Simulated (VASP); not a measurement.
Here is a VASP 6.6.1 calculation.

File INCAR:

```
SYSTEM = SnSe
PREC = Accurate ; ENCUT = 500
EDIFF = 1E-6 ; ISMEAR = -1
SIGMA = 0.01 ; LREAL = .False.
LASPH = .True. ; NELM = 120
ALGO = Normal ; ISIF = 2
LWAVE = .False. ; LCHARG = .True.
GGA = PE ; LELF = .True.
LVHAR = .True. ; NBANDS = 50
GGA_COMPAT = .False.
```

The input KPOINTS:

```
Automatic mesh
0
Gamma
  1 2 2
  0.25 0.25 0.25
```

File POSCAR:

```
SnSe
1.0
   11.8119576400      0.0000000000      0.0000000000
    0.0000000000      4.2079843500      0.0000000000
    0.0000000000      0.0000000000      4.5586164450
Sn Se
4 4
Direct
    0.6209757162      0.7170297011      0.3642796118
    0.8797419303      0.2242058462      0.8694220158
    0.3790242838      0.2829702989      0.6357203882
    0.1202580697      0.7757941538      0.1305779842
    0.1439969097      0.2894818678      0.5413432679
    0.6442576199      0.2039316150      0.9520282054
    0.3557423801      0.7960683850      0.0479717946
    0.8560030903      0.7105181322      0.4586567321
```

Potentials or basis: VASP PAW PBE potentials, release 64 (Sn_d, Se).

Command:

```bash
$ cat potpaw_PBE.64/Sn_d/POTCAR potpaw_PBE.64/Se/POTCAR > POTCAR
$ mpirun -np 1 vasp_std > vasp.out
```

Question: What does it give for the pressure?

Answer: -0.2 GPa.

Question: Estimate the band gap on the k mesh.

Answer: 1.33 eV (least direct gap 1.53 eV).

Question: Estimate the largest force.

Answer: 0.180 eV/Å.

Forces in eV/Å, atoms in the order of the input:
```
Sn   0.029 -0.069  0.029
Sn  -0.044 -0.085  0.019
Sn  -0.029  0.069 -0.029
Sn   0.044  0.085 -0.019
Se   0.045 -0.115  0.037
Se   0.067  0.163  0.038
Se  -0.067 -0.163 -0.038
Se  -0.045  0.115 -0.037
```

Caveat: spin-orbit coupling is left out, which moves the levels of the heavy elements; a shifted mesh leaves out Γ, where band edges can lie. A k mesh can miss the band edges.
